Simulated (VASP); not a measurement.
# Na2Hg2Se3 (R-3m) in VASP: further runs

Na2Hg2Se3 is run at these levels: PBE; tasks: single point, relaxation of cell and atoms.

All numbers are computed with VASP 6.6.1; they aren't measurements. Logs are shortened: lines on timing, memory, paths and dates and some standing lists are left out, and cuts for length are marked.

## Step 1: The cell of the first run

The structure is trigonal, space group R-3m (No. 166). The conventional cell has a = 7.021 Å, b = 7.021 Å, c = 13.990 Å, α = 90.00°, β = 90.00°, γ = 120.00°. Na (site symmetry 3m) has 1 Hg at 2.76 Å and 3 Se at 2.78 Å within 3.6 Å. Hg (site symmetry -3m) has 6 Se at 3.09 Å and 8 Na at 4.08 to 4.23 Å within 4.3 Å. Within 3.6 Å of Hg (site symmetry -3m) lie 2 Na at 2.76 Å and 6 Se at 3.51 Å. Within 3.7 Å of Se (site symmetry 2/m) lie 2 Na at 2.78 Å and 4 Hg at 3.09 to 3.51 Å and 4 Se at 3.51 Å.

The cell was built from a structure type or drawn by symmetry, and may not be a known phase.

## Step 2: Single point, PBE

INCAR reads:

```
SYSTEM = Na2Hg2Se3
PREC = Accurate
ENCUT = 520
EDIFF = 1E-7
ISMEAR = 0
SIGMA = 0.1
LREAL = .False.
LASPH = .True.
NELM = 60
ALGO = Normal
ISIF = 2
LWAVE = .False.
LCHARG = .False.
GGA = PE
NBANDS = 37
```

KPOINTS reads:

```
Automatic mesh
0
Gamma
  6 6 6
  0 0 0
```

POSCAR reads:

```
Na2Hg2Se3
1.0
    3.5107488038      2.0269317670      4.6632840498
   -3.5107488038      2.0269317670      4.6632840498
    0.0000000000     -4.0538635339      4.6632840498
Na Hg Se
2 2 3
Direct
    0.3025045680      0.3025045680      0.3025045680
    0.6974954320      0.6974954320      0.6974954320
    0.0000000000      0.0000000000      0.0000000000
    0.5000000000      0.5000000000      0.5000000000
    0.0000000000      0.0000000000      0.5000000000
    0.5000000000      0.0000000000      0.0000000000
    0.0000000000      0.5000000000      0.0000000000
```

Potentials or basis: VASP PAW PBE potentials, release 64 (Na_pv, Hg, Se).

Command:

```sh
cat potpaw_PBE.64/Na_pv/POTCAR potpaw_PBE.64/Hg/POTCAR potpaw_PBE.64/Se/POTCAR > POTCAR
mpirun -np 1 vasp_std > vasp.out
```

OUTCAR:

```text
SYSTEM = Na2Hg2Se3
   PREC = Accurate
   ENCUT = 520
   EDIFF = 1E-7
   ISMEAR = 0
   LREAL = .False.
   LASPH = .True.
   NELM = 60
   ISIF = 2
   GGA = PE

 ion  position               nearest neighbor table
   1  0.303  0.303  0.303-   4 2.76   6 2.78   7 2.78   5 2.78
   2  0.697  0.697  0.697-   4 2.76   6 2.78   7 2.78   5 2.78
   3  0.000  0.000  0.000-   6 3.09   7 3.09   7 3.09   6 3.09   5 3.09   5 3.09
   4  0.500  0.500  0.500-   1 2.76   2 2.76
   5  0.000  0.000  0.500-   1 2.78   2 2.78   3 3.09   3 3.09
   6  0.500  0.000  0.000-   1 2.78   2 2.78   3 3.09   3 3.09
   7  0.000  0.500  0.000-   1 2.78   2 2.78   3 3.09   3 3.09

  LATTYP: Found a trigonal (rhomboedric) cell.
 ALAT       =     6.1789989222
 COS(alpha) =     0.3543557765

  Lattice vectors:

 A1 = (   3.5107488038,   2.0269317670,   4.6632840498)
 A2 = (  -3.5107488038,   2.0269317670,   4.6632840498)
 A3 = (   0.0000000000,  -4.0538635339,   4.6632840498)

Analysis of symmetry for initial positions (statically):
=====================================================================
 Subroutine PRICEL returns:
 Original cell was already a primitive cell.

 Routine SETGRP: Setting up the symmetry group for a
 trigonal (rhombohedral) supercell.

 Subroutine GETGRP returns: Found 12 space group operations
 (whereof 12 operations were pure point group operations)
 out of a pool of 12 trial point group operations.

The static configuration has the point symmetry D_3d.

Analysis of symmetry for dynamics (positions and initial velocities):
=====================================================================
 Subroutine PRICEL returns:
 Original cell was already a primitive cell.

 Routine SETGRP: Setting up the symmetry group for a
 trigonal (rhombohedral) supercell.

 Subroutine GETGRP returns: Found 12 space group operations
 (whereof 12 operations were pure point group operations)
 out of a pool of 12 trial point group operations.

The dynamic configuration has the point symmetry D_3d.

 Subroutine INISYM returns: Found 12 space group operations
 (whereof 12 operations are pure point group operations),
 and found     1 'primitive' translations

----------------------------------------------------------------------------------------

                                     Primitive cell

  volume of cell :     199.1049

  direct lattice vectors                    reciprocal lattice vectors
     3.510748804  2.026931767  4.663284050     0.142419759  0.082226086  0.071480384
    -3.510748804  2.026931767  4.663284050    -0.142419759  0.082226086  0.071480384
     0.000000000 -4.053863534  4.663284050     0.000000000 -0.164452173  0.071480384

  length of vectors
     6.178998922  6.178998922  6.178998922     0.179315260  0.179315260  0.179315260

  position of ions in fractional coordinates (direct lattice)
     0.302504568  0.302504568  0.302504568
     0.697495432  0.697495432  0.697495432
     0.000000000  0.000000000  0.000000000
     0.500000000  0.500000000  0.500000000
     0.000000000  0.000000000  0.500000000
     0.500000000  0.000000000  1.000000000
     0.000000000  0.500000000  1.000000000

  ion indices of the primitive-cell ions
   primitive index   ion index
                 1           1
                 2           2
                 3           3
                 4           4
                 5           5
                 6           6
                 7           7

----------------------------------------------------------------------------------------

 KPOINTS: Automatic mesh

Automatic generation of k-mesh.
 Grid dimensions read from file:
 generate k-points for:    6    6    6

 Generating k-lattice:

  Cartesian coordinates                     Fractional coordinates (reciprocal lattice)
     0.023736627  0.013704348  0.011913397     0.166666667  0.000000000  0.000000000
    -0.023736627  0.013704348  0.011913397     0.000000000  0.166666667  0.000000000
     0.000000000 -0.027408695  0.011913397    -0.000000000 -0.000000000  0.166666667

  Length of vectors
     0.029885877  0.029885877  0.029885877

  Shift w.r.t. Gamma in fractional coordinates (k-lattice)
     0.000000000  0.000000000  0.000000000

 Subroutine IBZKPT returns following result:
 ===========================================

 Found     32 irreducible k-points:

 Following reciprocal coordinates:
            Coordinates               Weight
  0.000000  0.000000  0.000000      1.000000
  0.166667 -0.000000 -0.000000      6.000000
  0.333333 -0.000000  0.000000      6.000000
  0.500000  0.000000 -0.000000      3.000000
  0.166667  0.166667 -0.000000      6.000000
  0.333333  0.166667  0.000000     12.000000
[... 16 lines left out ...]
  0.500000  0.500000  0.166667      6.000000
 -0.333333  0.500000  0.166667     12.000000
 [... further k-points ...]
   k-points           NKPTS =     32   k-points in BZ     NKDIM =     32   number of bands    NBANDS=     37
   number of dos      NEDOS =    301   number of ions     NIONS =      7
   total plane-waves  NPLWV = 110592
   dimension x,y,z NGX =    48 NGY =   48 NGZ =   48
   dimension x,y,z NGXF=    96 NGYF=   96 NGZF=   96
   ions per type =               2   2   3
   NGX,Y,Z   is equivalent  to a cutoff of  12.91, 12.91, 12.91 a.u.
   NGXF,Y,Z  is equivalent  to a cutoff of  25.83, 25.83, 25.83 a.u.
 SYSTEM =  Na2Hg2Se3
   PREC   = accura    normal or accurate (medium, high low for compatibility)
   ISTART =      0    job   : 0-new  1-cont  2-samecut
   ICHARG =      2    charge: 1-file 2-atom 10-const
   ISPIN  =      1    spin polarized calculation?
   LNONCOLLINEAR =      F non collinear calculations
   LSORBIT =      F    spin-orbit coupling
   LASPH  =      T    aspherical Exc in radial PAW
   ENCUT  =  520.0 eV  38.22 Ry    6.18 a.u.  11.49 11.49 11.49*2*pi/ulx,y,z
   NELM   =     60;   NELMIN=  2; NELMDL= -5     # of ELM steps
   EDIFF  = 0.1E-06   stopping-criterion for ELM
   LREAL  =      F    real-space projection
   EDIFFG = 0.1E-05   stopping-criterion for IOM
   NSW    =      0    number of steps for IOM
   IBRION =     -1    ionic relax: 0-MD 1-quasi-New 2-CG
   NFREE  =      0    steps in history (QN), initial steepest desc. (CG)
   ISIF   =      2    stress and relaxation
   ISYM   =      2    0-nonsym 1-usesym 2-fastsym
   POTIM  = 0.5000    time-step for ionic-motion
   TEBEG  =    0.0;   TEEND  =   0.0 temperature during run
   PSTRESS=    0.0 pullay stress
   NELECT =      56.0000    total number of electrons
   NUPDOWN=      -1.0000    fix difference up-down
   EMIN   =  10.00;   EMAX   =-10.00  energy-range for DOS
   EFERMI =   0.00;   METHOD = LEGACY
   ISMEAR =     0;   SIGMA  =   0.10  broadening in eV -4-tet -1-fermi 0-gaus
   EFERMI_NEDOS =   21; number of points for ismear=-14 and -15
   IALGO  =     38    algorithm
   IMIX   =      4    mixing-type and parameters
     AMIX     =   0.40;   BMIX     =  1.00
     AMIX_MAG =   1.60;   BMIX_MAG =  1.00
  volume/ion in A,a.u.               =      28.44       191.95
  Fermi-wavevector in a.u.,A,eV,Ry     =   1.072614  2.026947 15.653517  1.150501
  Thomas-Fermi vector in A             =   2.208389
   LORBIT       =      0    0 simple, 1 ext, 2 COOP (PROOUT), +10 PAW based schemes
   GGA     = PE    functional components
   LHFCALC =     F    Hartree Fock is set to
   AEXX    =    0.0000 exact exchange contribution
   IVDW    =     0    specifies the selected vdW correction
   LEPSILON=     F    determine dielectric tensor
   LRPA    =     F    only Hartree local field effects (RPA)
 non-spin polarized calculation
 Gauss-broadening in eV      SIGMA  =   0.10
  energy-cutoff  :      520.00
  volume of cell :      199.10
 maximum number of plane-waves:      5381
 NGX is ok and might be reduce to    48
   NGX = 23   NGY = 23   NGZ = 23

 number of electron      56.0000000 magnetization

 Free energy of the ion-electron system (eV)
  ---------------------------------------------------
  ext. energy  EPLUGINS =         0.00000000
  ---------------------------------------------------
  free energy    TOTEN  =       -14.02693469 eV

  energy without entropy =      -13.99200103  energy(sigma->0) =      -14.00946786

 E-fermi :   1.1886     XC(G=0):  -8.4746

 val. band max:        1.1764129811   @ k =   0.5000   0.3333   0.3333
 cond. band min:       1.1894347185   @ k =   0.3333   0.3333   0.1667
 fundamental gap:      0.0130217375
 Fermi energy:         1.1885714169

 k-point     1 :       0.0000    0.0000    0.0000
  band No.  band energies     occupation
      1     -22.6469      2.00000
      2     -22.6432      2.00000
      3     -22.6276      2.00000
      4     -22.6276      2.00000
      5     -22.6232      2.00000
      6     -22.6232      2.00000
[... 29 lines left out ...]
     36       6.9467      0.00000
     37       7.8122      0.00000

 k-point     2 :       0.1667   -0.0000   -0.0000
  band No.  band energies     occupation
      1     -22.6468      2.00000
      2     -22.6434      2.00000
      3     -22.6275      2.00000
      4     -22.6274      2.00000
      5     -22.6235      2.00000
      6     -22.6233      2.00000
[... 29 lines left out ...]
     36       6.8981      0.00000
     37       7.5400      0.00000

 k-point     3 :       0.3333   -0.0000    0.0000
  band No.  band energies     occupation
      1     -22.6465      2.00000
      2     -22.6437      2.00000
      3     -22.6273      2.00000
      4     -22.6267      2.00000
      5     -22.6242      2.00000
      6     -22.6235      2.00000
[... 29 lines left out ...]
     36       6.9496      0.00000
     37       7.3462      0.00000

 k-point     4 :       0.5000    0.0000   -0.0000
  band No.  band energies     occupation
      1     -22.6464      2.00000
      2     -22.6439      2.00000
      3     -22.6272      2.00000
      4     -22.6262      2.00000
      5     -22.6247      2.00000
      6     -22.6236      2.00000
[... 29 lines left out ...]
     36       7.1418      0.00000
     37       7.8525      0.00000
[... 683 lines left out ...]
      1     -22.6468      2.00000
      2     -22.6436      2.00000
      3     -22.6277      2.00000
      4     -22.6261      2.00000
      5     -22.6247      2.00000
      6     -22.6231      2.00000
[... 29 lines left out ...]
     36       6.8340      0.00000
     37       7.4136      0.00000

 k-point    23 :       0.5000    0.5000    0.1667
  band No.  band energies     occupation
      1     -22.6470      2.00000
      2     -22.6435      2.00000
      3     -22.6277      2.00000
      4     -22.6266      2.00000
      5     -22.6242      2.00000
      6     -22.6232      2.00000
[... 29 lines left out ...]
     36       7.1520      0.00000
     37       7.8185      0.00000

 k-point    24 :      -0.3333    0.5000    0.1667
  band No.  band energies     occupation
      1     -22.6470      2.00000
      2     -22.6435      2.00000
      3     -22.6277      2.00000
      4     -22.6264      2.00000
      5     -22.6244      2.00000
      6     -22.6232      2.00000
[... 29 lines left out ...]
     36       6.9993      0.00000
     37       7.6530      0.00000

 [... further k-points ...]

------------------------ aborting loop because EDIFF is reached ----------------------------------------

  FORCE on cell =-STRESS in cart. coord.  units (eV):
  Direction    XX          YY          ZZ          XY          YZ          ZX
  --------------------------------------------------------------------------------------
  -------------------------------------------------------------------------------------
  Total        0.0207879      0.0207879      0.1146547      0.0000000      0.0000000      0.0000000
  in kB        0.1672781      0.1672781      0.9226150      0.0000000      0.0000000      0.0000000
  external PRESSURE =       0.4190571 kB  Pullay stress =       0.0000000 kB

 VOLUME and BASIS-vectors are now :
 -----------------------------------------------------------------------------
  energy-cutoff  :      520.00
  volume of cell :      199.10
      direct lattice vectors                 reciprocal lattice vectors
     3.510748804  2.026931767  4.663284050     0.142419759  0.082226086  0.071480384
    -3.510748804  2.026931767  4.663284050    -0.142419759  0.082226086  0.071480384
     0.000000000 -4.053863534  4.663284050     0.000000000 -0.164452173  0.071480384

 POSITION                                       TOTAL-FORCE (eV/Angst)
 -----------------------------------------------------------------------------------
      0.00000      0.00000      4.23199        -0.000000      0.000000      0.010972
      0.00000      0.00000      9.75786        -0.000000     -0.000000     -0.010972
      0.00000      0.00000      0.00000        -0.000000     -0.000000     -0.000000
      0.00000      0.00000      6.99493        -0.000000      0.000000      0.000000
      0.00000     -2.02693      2.33164        -0.000000     -0.000000      0.000000
      1.75537      1.01347      2.33164        -0.000000     -0.000000      0.000000
     -1.75537      1.01347      2.33164         0.000000     -0.000000     -0.000000
 -----------------------------------------------------------------------------------
    total drift:                                0.000000     -0.000000     -0.000000

  FREE ENERGIE OF THE ION-ELECTRON SYSTEM (eV)
  ---------------------------------------------------
  free  energy   TOTEN  =       -14.0269346899 eV

  energy  without entropy=      -13.9920010343  energy(sigma->0) =      -14.00946786
```

It took 5.9 min on 1 thread of Intel Xeon 8259CL, shared host; peak memory 0.46 GiB.

Results:

- Free energy: -14.0269 eV
- Pressure: 0.0 GPa
- Largest force: 0.011 eV/Å
- Band gap on the k mesh: zero (bands 28 and 29 overlap by 0.59 eV)

Forces on the atoms (eV/Å):
```
Na   0.000  0.000  0.011
Na   0.000  0.000 -0.011
Hg   0.000  0.000  0.000
Hg   0.000  0.000  0.000
Se   0.000  0.000  0.000
Se   0.000  0.000  0.000
Se   0.000  0.000  0.000
```

Stress tensor (GPa, compression positive):
```
0.02 0.00 0.00
0.00 0.02 0.00
0.00 0.00 0.09
```

Caveat: spin-orbit coupling is left out, which moves the levels of the heavy elements.

(Part 1 of 2 ends here.)
